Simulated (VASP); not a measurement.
# Mo in VASP: notebook, part 2 of 2

VASP 6.6.1.

### 3 Single point, PBE (strain +0.000 along x and y, +0.040 along z)

File INCAR:

```
SYSTEM = Mo
ALGO = Fast
EDIFF = 1E-7
ENCUT = 520
GGA = PE
ISIF = 2
ISMEAR = 0
LASPH = .TRUE.
LCHARG = .TRUE.
LELF = .TRUE.
LREAL = .FALSE.
LVHAR = .TRUE.
LWAVE = .FALSE.
NBANDS = 13
NELM = 100
PREC = Accurate
SIGMA = 0.15
```

File KPOINTS:

```
k-points
0
G
  20 20 20
  0 0 0
```

File POSCAR:

```
Mo
1.0
    0.0000000000      2.0150000000      2.0956000000
    2.0150000000      0.0000000000      2.0956000000
    2.0150000000      2.0150000000      0.0000000000
Mo
1
Direct
    0.0000000000      0.0000000000      0.0000000000
```

Potentials or basis: VASP PAW PBE potentials, release 64 (Mo_sv).

The run is started by

```console
$ cat potpaw_PBE.64/Mo_sv/POTCAR > POTCAR
$ mpirun -np 1 vasp_std > vasp.out
```

Wall time 44 s (1 thread of Intel Xeon 6975P-C (Granite Rapids), shared host); peak memory 0.25 GiB.

The run converged. Its results:

```yaml
Free_energy: -10.4908 eV
Pressure: -12.2 GPa
Band_gap_on_the_k_mesh: zero (band 7 reaches 14.49 eV, above the bottom of band 8 at 10.39 eV)
```

Stress tensor (GPa, compression positive):
```
-14.21   0.00   0.00
  0.00 -14.21   0.00
  0.00   0.00  -8.17
```

Levels at points of the mesh, in eV from the Fermi level:
```
           k point  band 4  band 5  band 6  band 7  band 8  band 9  band 10  band 11
(0.00, 0.00, 0.00)  -34.23   -6.57   -0.96   -0.51   -0.51    1.46     2.08    13.05
(0.50, 0.00, 0.00)  -34.35   -4.35   -1.06   -0.58    1.34    3.54     3.78    10.22
(0.50, 0.50, 0.00)  -34.57   -4.58   -3.91    3.17    3.66    4.16     4.16    12.36
(0.50, 0.00, 0.50)  -34.62   -4.60   -3.97    3.58    3.91    3.96     4.43    11.51
```

Caveat: the cell differs from its parent crystal (strain +0.000 along x and y, +0.040 along z).

### 4 Single point, PBE (strain +0.000 along x and y, +0.080 along z)

File INCAR:

```
PREC = Accurate
ENCUT = 520
EDIFF = 1E-6
ISMEAR = 0
SIGMA = 0.15
LREAL = False
LASPH = True
NELM = 80
ALGO = Fast
ISIF = 2
LWAVE = False
LCHARG = False
GGA = PE
NBANDS = 13
```

File KPOINTS:

```
Automatic mesh
0
Gamma
  20 20 20
```

File POSCAR:

```
Mo
1.0
    0.0000000000      2.0150000000      2.1762000000
    2.0150000000      0.0000000000      2.1762000000
    2.0150000000      2.0150000000      0.0000000000
Mo
1
Direct
    0.0000000000      0.0000000000      0.0000000000
```

The run is started by

```console
$ cat potpaw_PBE.64/Mo_sv/POTCAR > POTCAR
$ mpirun -np 1 vasp_std > vasp.out
```

It took 38 s on 1 thread of Intel Xeon 6975P-C (Granite Rapids), shared host; peak memory 0.25 GiB.

The run converged. Its results:

* Free energy: -10.4484 eV
* Pressure: -18.6 GPa
* Band gap on the k mesh: zero (band 7 reaches 13.67 eV, above the bottom of band 8 at 9.97 eV)

Stress tensor (GPa, compression positive):
```
-21.51   0.00   0.00
  0.00 -21.51   0.00
  0.00   0.00 -12.75
```

Levels at points of the mesh, in eV from the Fermi level:
```csv
k point,band 4,band 5,band 6,band 7,band 8,band 9,band 10,band 11
"(0.00, 0.00, 0.00)",-34.39,-6.51,-1.24,-0.37,-0.37,0.99,2.17,13.01
"(0.50, 0.00, 0.00)",-34.47,-4.25,-1.26,-0.38,1.19,3.17,3.58,9.66
"(0.50, 0.50, 0.00)",-34.66,-4.42,-3.75,2.50,3.44,3.82,3.82,11.43
"(0.50, 0.00, 0.50)",-34.75,-4.44,-3.82,3.24,3.43,3.89,4.34,10.81
```

Caveat: the cell differs from its parent crystal (strain +0.000 along x and y, +0.080 along z).

### 5 Single point, PBE (strain +0.040 along x and y, +0.000 along z)

File INCAR:

```
SYSTEM = Mo
  PREC = Accurate
  ENCUT = 520
  EDIFF = 1E-6
  ISMEAR = 0
  SIGMA = 0.15
  LREAL = .False.
  LASPH = .True.
  NELM = 80
  ALGO = Fast
  ISIF = 2
  LWAVE = .False.
  LCHARG = .True.
  GGA = PE
  LELF = .True.
  LVHAR = .True.
  NBANDS = 13
```

File KPOINTS:

```
Automatic mesh
0
Gamma
  20 20 20
  0 0 0
```

File POSCAR:

```
Mo
1.0
    0.0000000000      2.0956000000      2.0150000000
    2.0956000000      0.0000000000      2.0150000000
    2.0956000000      2.0956000000      0.0000000000
Mo
1
Direct
    0.0000000000      0.0000000000      0.0000000000
```

Potentials or basis: VASP PAW PBE potentials, release 64 (Mo_sv).

The run is started by

```console
$ cat potpaw_PBE.64/Mo_sv/POTCAR > POTCAR
$ mpirun -np 1 vasp_std > vasp.out
```

OUTCAR:

```text
SYSTEM = Mo
   PREC = Accurate
   ENCUT = 520
   EDIFF = 1E-6
   ISMEAR = 0
   LREAL = .False.
   LASPH = .True.
   NELM = 80
   ISIF = 2
   GGA = PE

 ion  position               nearest neighbor table
   1  0.000  0.000  0.000-

  LATTYP: Found a body centered tetragonal cell.
 ALAT       =     2.9636259413
 C/A-ratio  =     1.3598207331

  Lattice vectors:

 A1 = (   0.0000000000,  -2.0956000000,  -2.0150000000)
 A2 = (   0.0000000000,   2.0956000000,  -2.0150000000)
 A3 = (   2.0956000000,   0.0000000000,   2.0150000000)

Analysis of symmetry for initial positions (statically):
=====================================================================
 Subroutine PRICEL returns:
 Original cell was already a primitive cell.

 Routine SETGRP: Setting up the symmetry group for a
 body centered tetragonal supercell.

 Subroutine GETGRP returns: Found 16 space group operations
 (whereof 16 operations were pure point group operations)
 out of a pool of 16 trial point group operations.

The static configuration has the point symmetry D_4h.

Analysis of symmetry for dynamics (positions and initial velocities):
=====================================================================
 Subroutine PRICEL returns:
 Original cell was already a primitive cell.

 Routine SETGRP: Setting up the symmetry group for a
 body centered tetragonal supercell.

 Subroutine GETGRP returns: Found 16 space group operations
 (whereof 16 operations were pure point group operations)
 out of a pool of 16 trial point group operations.

The dynamic configuration has the point symmetry D_4h.

 Subroutine INISYM returns: Found 16 space group operations
 (whereof 16 operations are pure point group operations),
 and found     1 'primitive' translations

----------------------------------------------------------------------------------------

                                     Primitive cell

  volume of cell :      17.6979

  direct lattice vectors                    reciprocal lattice vectors
     0.000000000  2.095600000  2.015000000    -0.238595152  0.238595152  0.248138958
[... 114 lines left out ...]
   LRPA    =     F    only Hartree local field effects (RPA)
 non-spin polarized calculation
 RMM-DIIS sequential band-by-band and
 Gauss-broadening in eV      SIGMA  =   0.15
  energy-cutoff  :      520.00
  volume of cell :       17.70
 maximum number of plane-waves:       507
 NGX is ok and might be reduce to    24
   NGX = 11   NGY = 11   NGZ = 11

 number of electron      13.9999998 magnetization

 Free energy of the ion-electron system (eV)
  ---------------------------------------------------
  ext. energy  EPLUGINS =         0.00000000
  ---------------------------------------------------
  free energy    TOTEN  =       -10.42619093 eV

  energy without entropy =      -10.40940302  energy(sigma->0) =      -10.41779698

 E-fermi :  10.3509     XC(G=0): -12.6880

 val. band max:       10.3482421521   @ k =   0.3000   0.2500   0.0500
 cond. band min:      10.3518684956   @ k =  -0.1000   0.1000   0.0500
 fundamental gap:      0.0036263434
 Fermi energy:        10.3508724210

 k-point     1 :       0.0000    0.0000    0.0000
  band No.  band energies     occupation
      1     -50.4707      2.00000
      2     -23.9978      2.00000
      3     -23.9978      2.00000
      4     -23.9755      2.00000
      5       3.9081      2.00000
      6       9.6013      2.00000
      7       9.6013      2.00000
      8      10.0125      1.99858
      9      11.7549      0.00000
     10      12.2972      0.00000
     11      23.3594      0.00000
     12      27.7423      0.00000
     13      27.7423      0.00000
[... 354 lines left out ...]
  band No.  band energies     occupation
      1     -50.3459      2.00000
      2     -24.7701      2.00000
      3     -24.1182      2.00000
      4     -24.0936      2.00000
      5       6.2777      2.00000
      6       9.6058      2.00000
      7       9.8727      1.99999
      8      10.1473      1.94506
      9      12.9101      0.00000
     10      13.4630      0.00000
     11      21.6663      0.00000
     12      24.2603      0.00000
     13      29.4787      0.00000

 [... further k-points ...]

------------------------ aborting loop because EDIFF is reached ----------------------------------------

  FORCE on cell =-STRESS in cart. coord.  units (eV):
  Direction    XX          YY          ZZ          XY          YZ          ZX
  --------------------------------------------------------------------------------------
  -------------------------------------------------------------------------------------
  Total       -1.8111385     -1.8111385     -2.6381651      0.0000000      0.0000000      0.0000000
  in kB     -163.9609499   -163.9609499   -238.8310187      0.0000000      0.0000000      0.0000000
  external PRESSURE =    -188.9176395 kB  Pullay stress =       0.0000000 kB

 VOLUME and BASIS-vectors are now :
 -----------------------------------------------------------------------------
  energy-cutoff  :      520.00
  volume of cell :       17.70
      direct lattice vectors                 reciprocal lattice vectors
     0.000000000  2.095600000  2.015000000    -0.238595152  0.238595152  0.248138958
     2.095600000  0.000000000  2.015000000     0.238595152 -0.238595152  0.248138958
     2.095600000  2.095600000  0.000000000     0.238595152  0.238595152 -0.248138958

 POSITION                                       TOTAL-FORCE (eV/Angst)
 -----------------------------------------------------------------------------------
      0.00000      0.00000      0.00000         0.000000     -0.000000      0.000000
 -----------------------------------------------------------------------------------
    total drift:                                0.000000      0.000000      0.000000

  FREE ENERGIE OF THE ION-ELECTRON SYSTEM (eV)
  ---------------------------------------------------
  free  energy   TOTEN  =       -10.4261909343 eV

  energy  without entropy=      -10.4094030204  energy(sigma->0) =      -10.41779698
```

Run time: 39 s. Hardware: 1 thread of Intel Xeon 6975P-C (Granite Rapids), shared host; peak memory 0.25 GiB.

Results:

* Free energy: -10.4262 eV
* Pressure: -18.9 GPa
* Band gap on the k mesh: zero (band 7 reaches 13.75 eV, above the bottom of band 8 at 9.88 eV)

Stress tensor (GPa, compression positive):
```
-16.40   0.00   0.00
  0.00 -16.40   0.00
  0.00   0.00 -23.88
```

Levels at points of the mesh, in eV from the Fermi level:
```tsv
k point	band 3	band 4	band 5	band 6	band 7	band 8	band 9	band 10	band 11	band 12
(0.00, 0.00, 0.00)	-34.35	-34.33	-6.44	-0.75	-0.75	-0.34	1.40	1.95	13.01	17.39
(0.50, 0.00, 0.00)	-34.50	-34.43	-4.17	-1.00	-0.53	1.24	3.33	3.58	9.68	12.62
(0.50, 0.50, 0.00)	-34.73	-34.73	-4.36	-3.79	3.40	3.96	3.97	3.97	11.28	11.28
(0.50, 0.00, 0.50)	-34.68	-34.63	-4.36	-3.71	3.23	3.41	3.74	4.13	11.61	12.12
```

Caveat: the cell differs from its parent crystal (strain +0.040 along x and y, +0.000 along z).

### 6 The runs side by side

| cell | gap on the mesh (eV) | pressure (GPa) |
| --- | --- | --- |
| a = 3.078 Å, angles 60.0°, 1 atom | none | -35.0 |
| a = 2.907, b = 2.907, c = 2.850 Å, angles 60.7, 60.7, 58.7°, 1 atom | none | -12.2 |
| a = 2.966, b = 2.966, c = 2.850 Å, angles 61.3, 61.3, 57.4°, 1 atom | none | -18.6 |
| a = 2.907, b = 2.907, c = 2.964 Å, angles 59.4, 59.4, 61.3°, 1 atom | none | -18.9 |

Alike in all rows: task single point; level PBE; potentials or basis VASP PAW PBE potentials, release 64 (Mo_sv); no spin polarisation; k mesh 20 × 20 × 20; cutoff (eV) 520; smearing gaussian 0.15 eV.

Total energies depend on the potentials used, so only differences within one code and one set of settings carry meaning.
